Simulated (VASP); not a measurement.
**Ta4Co7Si3W2: single point with PBE**

System: Ta4Co7Si3W2.

```
CELL_PARAMETERS angstrom
5.85366 -0.01501 -0.07213
-0.01501 6.04779 0.08764
-0.07213 0.08764 6.31424
ATOMIC_POSITIONS crystal
Co 0.61156 0.65616 0.59023
Co 0.34560 0.59291 0.99379
Co 0.31139 0.93421 0.84693
Co 0.54988 0.03393 0.51033
Co 0.93654 0.11613 0.68268
Co 0.54585 0.36867 0.79104
Co 0.85742 0.99581 0.27105
Ta 0.79343 0.37975 0.40731
Ta 0.70274 0.82326 0.90273
Ta 0.45040 0.15913 0.12526
Ta 0.26217 0.37270 0.44380
Si 0.16588 0.93014 0.48423
Si 0.52091 0.75788 0.27296
Si 0.04918 0.66062 0.19034
W 0.99245 0.25121 0.01119
W 0.04330 0.58557 0.76397
```

* Program: VASP 6.6.1
* Task: single point
* Functional: PBE
* Potentials or basis: VASP PAW PBE potentials, release 64 (Co, Ta_pv, Si, W_sv)
* Cutoff: 520 eV
* k mesh: 4 × 4 × 4
* Occupations: fermi-dirac, width 0.2137 eV
* Spin: no spin polarisation
* Dipole correction: no
* Further INCAR settings: LREAL = Auto; ALGO = Normal; EDIFF = 1e-06; NBANDS = 88

| Property | Result |
| --- | --- |
| Pressure | 10.0 GPa |
| Largest force | 3.152 eV/Å |
| Band gap on the k mesh | zero (an odd number of electrons rules out a gap without spin polarisation) |

Forces on the atoms (eV/Å):
```
Co  -0.680  0.235 -0.083
Co   1.280 -1.739  2.296
Co  -1.565  1.453 -1.593
Co  -0.810  0.668  1.120
Co  -0.577 -0.299 -0.601
Co   1.011 -2.635 -0.019
Co   0.191 -1.431  0.090
Ta  -1.541  0.326 -0.389
Ta   1.429  1.528  1.269
Ta   0.646  0.914 -0.569
Ta   1.003  1.011  0.726
Si   1.153 -0.706  0.137
Si  -0.323 -0.883 -0.258
Si  -0.766  0.888 -0.547
W    0.039  0.241  1.239
W   -0.490  0.429 -2.820
```

Stress tensor (GPa, compression positive):
```
 7.04 -5.01 -2.08
-5.01  7.78  1.49
-2.08  1.49 15.15
```

Levels at points of the mesh, in eV from the Fermi level:
```
           k point  band 72  band 73  band 74  band 75  band 76  band 77
(0.00, 0.00, 0.00)    -0.24    -0.19    -0.12     0.09     0.20     0.45
(0.50, 0.00, 0.00)    -0.29    -0.14    -0.11     0.17     0.22     0.41
(0.00, 0.50, 0.00)    -0.33    -0.13    -0.07     0.10     0.24     0.44
(0.50, 0.50, 0.00)    -0.25    -0.15    -0.13     0.13     0.19     0.21
(0.00, 0.00, 0.50)    -0.20    -0.06     0.06     0.10     0.19     0.23
(0.50, 0.00, 0.50)    -0.27    -0.19    -0.06     0.00     0.12     0.31
(0.00, 0.50, 0.50)    -0.24    -0.18    -0.07     0.09     0.31     0.39
(0.50, 0.50, 0.50)    -0.20    -0.07     0.09     0.20     0.25     0.38
```

Run time: 29 min on 1 thread of Intel(R) Xeon(R) 6975P-C (Granite Rapids) (shared host), peak memory 0.61 GiB.

Caveat: the atoms stand as in a frame of molecular dynamics; spin-orbit coupling is left out, which moves the levels of the heavy elements; the run has no spin polarisation, though such a crystal can be magnetic. Spin polarisation is off, so any magnetic state and its effect on volume and gap are missing.
